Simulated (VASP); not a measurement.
# Si (a cell with a defect) in VASP: relaxation of the atoms with PBE

Aim: the relaxation of the atoms of Si (a cell with a defect) with PBE.

All numbers are computed with VASP 6.6.1; they aren't measurements. Logs are shortened: lines on timing, memory, paths and dates and some standing lists are left out, and cuts for length are marked.

**1. The cell of the first run**

The cell holds a defect, 17 atoms: a = 7.679 Å, b = 7.679 Å, c = 7.679 Å, α = 60.00°, β = 60.00°, γ = 60.00°.

**2. Relaxation of the atoms, PBE**

Input file INCAR:

```
SYSTEM = Si
ALGO = Normal ; EDIFF = 1E-6
EDIFFG = -0.03 ; ENCUT = 520
GGA = PE ; IBRION = 2
ISIF = 2 ; ISMEAR = 0
LASPH = .TRUE. ; LCHARG = .FALSE.
LREAL = Auto ; LWAVE = .FALSE.
NELM = 100 ; NSW = 80
PREC = Accurate ; SIGMA = 0.05
```

Input file KPOINTS:

```
k-points
0
G
  2 2 2
  0 0 0
```

Input file POSCAR:

```
Si
1.0
    0.0000000000      5.4300000000      5.4300000000
    5.4300000000      0.0000000000      5.4300000000
    5.4300000000      5.4300000000      0.0000000000
Si
17
Direct
    0.0000000000      0.0000000000      0.0000000000
    0.1250000000      0.1250000000      0.1250000000
    0.0000000000      0.0000000000      0.5000000000
    0.1250000000      0.1250000000      0.6250000000
    0.0000000000      0.5000000000      0.0000000000
    0.1250000000      0.6250000000      0.1250000000
    0.0000000000      0.5000000000      0.5000000000
    0.1250000000      0.6250000000      0.6250000000
    0.5000000000      0.0000000000      0.0000000000
    0.6250000000      0.1250000000      0.1250000000
    0.5000000000      0.0000000000      0.5000000000
    0.6250000000      0.1250000000      0.6250000000
    0.5000000000      0.5000000000      0.0000000000
    0.6250000000      0.6250000000      0.1250000000
    0.5000000000      0.5000000000      0.5000000000
    0.6250000000      0.6250000000      0.6250000000
    0.3733547200      0.8815891700      0.8803617300
```

Potentials or basis: VASP PAW PBE potentials, release 64 (Si).

Launch:

```
> cat potpaw_PBE.64/Si/POTCAR > POTCAR
> mpirun -np 1 vasp_std > vasp.out
```

OUTCAR:

```text
SYSTEM = Si
   EDIFF = 1E-6
   EDIFFG = -0.03
   ENCUT = 520
   GGA = PE
   IBRION = 2
   ISIF = 2
   ISMEAR = 0
   LASPH = .TRUE.
   LREAL = Auto
   NELM = 100
   NSW = 80
   PREC = Accurate

 ion  position               nearest neighbor table
   1  0.000  0.000  0.000-  17 2.34   4 2.35   6 2.35  10 2.35   2 2.35
   2  0.125  0.125  0.125-   1 2.35   3 2.35   5 2.35   9 2.35  17 2.65
   3  0.000  0.000  0.500-   2 2.35   4 2.35   8 2.35  12 2.35
   4  0.125  0.125  0.625-   1 2.35   3 2.35   7 2.35  11 2.35  17 2.74
   5  0.000  0.500  0.000-   2 2.35   6 2.35   8 2.35  14 2.35
   6  0.125  0.625  0.125-   1 2.35   5 2.35   7 2.35  13 2.35  17 2.74
   7  0.000  0.500  0.500-   4 2.35   6 2.35   8 2.35  16 2.35
   8  0.125  0.625  0.625-   3 2.35   5 2.35   7 2.35  15 2.35
   9  0.500  0.000  0.000-  17 2.29  10 2.35  12 2.35  14 2.35   2 2.35
  10  0.625  0.125  0.125-   1 2.35   9 2.35  11 2.35  13 2.35
  11  0.500  0.000  0.500-   4 2.35  10 2.35  12 2.35  16 2.35  17 2.39
  12  0.625  0.125  0.625-   3 2.35   9 2.35  11 2.35  15 2.35  17 2.69
  13  0.500  0.500  0.000-   6 2.35  10 2.35  14 2.35  16 2.35  17 2.39
  14  0.625  0.625  0.125-   5 2.35   9 2.35  13 2.35  15 2.35  17 2.70
  15  0.500  0.500  0.500-   8 2.35  12 2.35  14 2.35  16 2.35
  16  0.625  0.625  0.625-   7 2.35  11 2.35  13 2.35  15 2.35  17 2.78
  17  0.373  0.882  0.880-   9 2.29   1 2.34  11 2.39  13 2.39   2 2.65  12 2.69  14 2.70   4 2.74
                             6 2.74  16 2.78

  LATTYP: Found a face centered cubic cell.
 ALAT       =    10.8600000000

  Lattice vectors:

 A1 = (   0.0000000000,   5.4300000000,   5.4300000000)
 A2 = (   5.4300000000,   0.0000000000,   5.4300000000)
 A3 = (   5.4300000000,   5.4300000000,   0.0000000000)

Analysis of symmetry for initial positions (statically):
=====================================================================
 Subroutine PRICEL returns:
 Original cell was already a primitive cell.

 Routine SETGRP: Setting up the symmetry group for a
 face centered cubic supercell.

 Subroutine GETGRP returns: Found  1 space group operations
 (whereof  1 operations were pure point group operations)
 out of a pool of 48 trial point group operations.

The static configuration has the point symmetry C_1 .

Analysis of symmetry for dynamics (positions and initial velocities):
=====================================================================
 Subroutine PRICEL returns:
 Original cell was already a primitive cell.

 Routine SETGRP: Setting up the symmetry group for a
 face centered cubic supercell.

 Subroutine GETGRP returns: Found  1 space group operations
 (whereof  1 operations were pure point group operations)
 out of a pool of 48 trial point group operations.

The dynamic configuration has the point symmetry C_1 .

 Subroutine INISYM returns: Found  1 space group operations
 (whereof  1 operations are pure point group operations),
 and found     1 'primitive' translations

----------------------------------------------------------------------------------------

                                     Primitive cell

  volume of cell :     320.2060

  direct lattice vectors                    reciprocal lattice vectors
     0.000000000  5.430000000  5.430000000    -0.092081031  0.092081031  0.092081031
     5.430000000  0.000000000  5.430000000     0.092081031 -0.092081031  0.092081031
     5.430000000  5.430000000  0.000000000     0.092081031  0.092081031 -0.092081031

  length of vectors
     7.679179644  7.679179644  7.679179644     0.159489025  0.159489025  0.159489025

  position of ions in fractional coordinates (direct lattice)
     0.000000000  0.000000000  0.000000000
     0.125000000  0.125000000  0.125000000
     0.000000000  0.000000000  0.500000000
     0.125000000  0.125000000  0.625000000
     0.000000000  0.500000000  0.000000000
     0.125000000  0.625000000  0.125000000
[... 9 lines left out ...]
     0.625000000  0.625000000  0.625000000
     0.373354720  0.881589170  0.880361730

  ion indices of the primitive-cell ions
   primitive index   ion index
                 1           1
                 2           2
                 3           3
                 4           4
                 5           5
                 6           6
[... 9 lines left out ...]
                16          16
                17          17

----------------------------------------------------------------------------------------

 KPOINTS: k-points

Automatic generation of k-mesh.
 Grid dimensions read from file:
 generate k-points for:    2    2    2

 Generating k-lattice:

  Cartesian coordinates                     Fractional coordinates (reciprocal lattice)
    -0.046040516  0.046040516  0.046040516     0.500000000  0.000000000  0.000000000
     0.046040516 -0.046040516  0.046040516     0.000000000  0.500000000  0.000000000
     0.046040516  0.046040516 -0.046040516     0.000000000  0.000000000  0.500000000

  Length of vectors
     0.079744512  0.079744512  0.079744512

  Shift w.r.t. Gamma in fractional coordinates (k-lattice)
     0.000000000  0.000000000  0.000000000

 Subroutine IBZKPT returns following result:
 ===========================================

 Found      8 irreducible k-points:

 Following reciprocal coordinates:
            Coordinates               Weight
  0.000000  0.000000  0.000000      1.000000
  0.500000  0.000000  0.000000      1.000000
  0.000000  0.500000  0.000000      1.000000
  0.000000  0.000000  0.500000      1.000000
  0.500000  0.500000  0.500000      1.000000
  0.500000  0.500000  0.000000      1.000000
  0.000000  0.500000  0.500000      1.000000
  0.500000  0.000000  0.500000      1.000000
   k-points           NKPTS =      8   k-points in BZ     NKDIM =      8   number of bands    NBANDS=     43
   number of dos      NEDOS =    301   number of ions     NIONS =     17
   total plane-waves  NPLWV = 216000
   dimension x,y,z NGX =    60 NGY =   60 NGZ =   60
   dimension x,y,z NGXF=   120 NGYF=  120 NGZF=  120
   ions per type =              17
   NGX,Y,Z   is equivalent  to a cutoff of  12.99, 12.99, 12.99 a.u.
   NGXF,Y,Z  is equivalent  to a cutoff of  25.98, 25.98, 25.98 a.u.
 SYSTEM =  Si
   PREC   = accura    normal or accurate (medium, high low for compatibility)
   ISTART =      0    job   : 0-new  1-cont  2-samecut
   ICHARG =      2    charge: 1-file 2-atom 10-const
   ISPIN  =      1    spin polarized calculation?
   LNONCOLLINEAR =      F non collinear calculations
   LSORBIT =      F    spin-orbit coupling
   LASPH  =      T    aspherical Exc in radial PAW
   ENCUT  =  520.0 eV  38.22 Ry    6.18 a.u.  14.28 14.28 14.28*2*pi/ulx,y,z
   NELM   =    100;   NELMIN=  2; NELMDL= -5     # of ELM steps
   EDIFF  = 0.1E-05   stopping-criterion for ELM
   LREAL  =      T    real-space projection
   EDIFFG = -.3E-01   stopping-criterion for IOM
   NSW    =     80    number of steps for IOM
   IBRION =      2    ionic relax: 0-MD 1-quasi-New 2-CG
   NFREE  =      1    steps in history (QN), initial steepest desc. (CG)
   ISIF   =      2    stress and relaxation
   ISYM   =      2    0-nonsym 1-usesym 2-fastsym
   POTIM  = 0.5000    time-step for ionic-motion
   TEBEG  =    0.0;   TEEND  =   0.0 temperature during run
   PSTRESS=    0.0 pullay stress
   NELECT =      68.0000    total number of electrons
   NUPDOWN=      -1.0000    fix difference up-down
   EMIN   =  10.00;   EMAX   =-10.00  energy-range for DOS
   EFERMI =   0.00;   METHOD = LEGACY
   ISMEAR =     0;   SIGMA  =   0.05  broadening in eV -4-tet -1-fermi 0-gaus
   EFERMI_NEDOS =   21; number of points for ismear=-14 and -15
   IALGO  =     38    algorithm
   IMIX   =      4    mixing-type and parameters
     AMIX     =   0.40;   BMIX     =  1.00
     AMIX_MAG =   1.60;   BMIX_MAG =  1.00
  volume/ion in A,a.u.               =      18.84       127.11
  Fermi-wavevector in a.u.,A,eV,Ry     =   0.976715  1.845724 12.979587  0.953973
  Thomas-Fermi vector in A             =   2.107356
   LORBIT       =      0    0 simple, 1 ext, 2 COOP (PROOUT), +10 PAW based schemes
   GGA     = PE    functional components
   LHFCALC =     F    Hartree Fock is set to
   AEXX    =    0.0000 exact exchange contribution
   IVDW    =     0    specifies the selected vdW correction
   LEPSILON=     F    determine dielectric tensor
   LRPA    =     F    only Hartree local field effects (RPA)
 conjugate gradient relaxation of ions
 non-spin polarized calculation
 Gauss-broadening in eV      SIGMA  =   0.05
  energy-cutoff  :      520.00
  volume of cell :      320.21
 maximum number of plane-waves:      8646
 NGX is ok and might be reduce to    60
   NGX = 29   NGY = 29   NGZ = 29

--------------------------------------- Ionic step        1  -------------------------------------------

 number of electron      68.0000003 magnetization

 Free energy of the ion-electron system (eV)
  ---------------------------------------------------
  ext. energy  EPLUGINS =         0.00000000
  ---------------------------------------------------
  free energy    TOTEN  =       -87.85089184 eV

  energy without entropy =      -87.84125733  energy(sigma->0) =      -87.84607459

------------------------ aborting loop because EDIFF is reached ----------------------------------------

  FORCE on cell =-STRESS in cart. coord.  units (eV):
  Direction    XX          YY          ZZ          XY          YZ          ZX
  --------------------------------------------------------------------------------------
  -------------------------------------------------------------------------------------
  Total       11.7124740     11.6769606     11.6788762      0.3661815      0.8401127      0.2879421
  in kB       58.6043345     58.4266402     58.4362251      1.8322194      4.2035736      1.4407420
  external PRESSURE =      58.4890666 kB  Pullay stress =       0.0000000 kB
[... 291 lines left out ...]
  energy  without entropy=      -87.9852209413  energy(sigma->0) =      -87.99021496

--------------------------------------- Ionic step        7  -------------------------------------------

 number of electron      68.0000000 magnetization

 Free energy of the ion-electron system (eV)
  ---------------------------------------------------
  ext. energy  EPLUGINS =         0.00000000
  ---------------------------------------------------
  free energy    TOTEN  =       -87.99540055 eV

  energy without entropy =      -87.98544623  energy(sigma->0) =      -87.99042339

 E-fermi :   6.9106     XC(G=0):  -9.6743

 val. band max:        6.6849962280   @ k =   0.0000   0.0000   0.0000
 cond. band min:       6.9262051024   @ k =   0.5000   0.0000   0.5000
 fundamental gap:      0.2412088744
 Fermi energy:         6.9106089737

 k-point     1 :       0.0000    0.0000    0.0000
  band No.  band energies     occupation
      1      -6.3186      2.00000
      2      -3.7763      2.00000
      3      -3.6291      2.00000
      4      -3.6271      2.00000
      5      -3.6263      2.00000
      6      -2.8042      2.00000
[... 401 lines left out ...]
  FREE ENERGIE OF THE ION-ELECTRON SYSTEM (eV)
  ---------------------------------------------------
  free  energy   TOTEN  =       -87.9954005531 eV

  energy  without entropy=      -87.9854462267  energy(sigma->0) =      -87.99042339

 reached required accuracy - stopping structural energy minimisation
```

It took 6.3 min on 1 thread of Intel Xeon Platinum 8488C (Sapphire Rapids), shared host; peak memory 0.53 GiB.

Results:

- Free energy: -87.9954 eV
- Energy gained by relaxing: 8.5 meV/atom
- Ionic steps: 7
- Pressure after relaxing: 5.3 GPa
- Largest force after relaxing: 0.027 eV/Å
- Band gap on the k mesh: zero (bands 34 and 35 overlap by 0.25 eV)

Forces in eV/Å, atoms in the order of the input:
```
Si   0.023 -0.006 -0.005
Si  -0.010  0.007  0.006
Si   0.000 -0.010  0.006
Si   0.001  0.010 -0.009
Si  -0.001  0.006 -0.009
Si   0.002 -0.010  0.010
Si   0.001  0.006  0.005
Si  -0.002 -0.001 -0.001
Si   0.006 -0.004 -0.002
Si  -0.016  0.000 -0.002
Si   0.001 -0.010  0.017
Si   0.010  0.013 -0.009
Si  -0.002  0.017 -0.010
Si   0.011 -0.009  0.014
Si  -0.007 -0.001 -0.001
Si   0.008 -0.003 -0.002
Si  -0.025 -0.004 -0.007
```

The path:
```csv
step,energy change (eV),largest force (eV/Å),pressure (GPa)
1,0.0000,1.3402,5.85
2,-0.1381,0.2162,5.35
3,-0.1382,0.2559,5.34
4,-0.1432,0.0977,5.33
5,-0.1433,0.1016,5.33
6,-0.1443,0.0545,5.34
7,-0.1445,0.0267,5.35
```

Final structure:
```yaml
crystal:
  lattice:
    - [0.00000, 5.43000, 5.43000]
    - [5.43000, 0.00000, 5.43000]
    - [5.43000, 5.43000, 0.00000]
  atoms:
    - { symbol: Si, position: [0.99333, 0.00216, 0.00218] }
    - { symbol: Si, position: [0.12197, 0.12820, 0.12819] }
    - { symbol: Si, position: [0.00052, 0.99844, 0.50069] }
    - { symbol: Si, position: [0.12186, 0.12811, 0.62207] }
    - { symbol: Si, position: [0.00050, 0.50070, 0.99847] }
    - { symbol: Si, position: [0.12186, 0.62210, 0.12809] }
    - { symbol: Si, position: [0.00028, 0.50048, 0.50044] }
    - { symbol: Si, position: [0.12503, 0.62493, 0.62494] }
    - { symbol: Si, position: [0.50301, 0.00286, 0.00288] }
    - { symbol: Si, position: [0.62455, 0.12663, 0.12633] }
    - { symbol: Si, position: [0.50171, 0.00163, 0.49492] }
    - { symbol: Si, position: [0.62808, 0.12815, 0.62215] }
    - { symbol: Si, position: [0.50160, 0.49521, 0.00156] }
    - { symbol: Si, position: [0.62807, 0.62217, 0.12813] }
    - { symbol: Si, position: [0.49862, 0.50059, 0.50056] }
    - { symbol: Si, position: [0.62797, 0.62209, 0.62206] }
    - { symbol: Si, position: [0.37439, 0.87712, 0.87671] }
```

Caveat: the k points lie up to 0.50 Å⁻¹ apart.

The gap in the log of VASP goes by the Fermi energy; the results here count the filled bands.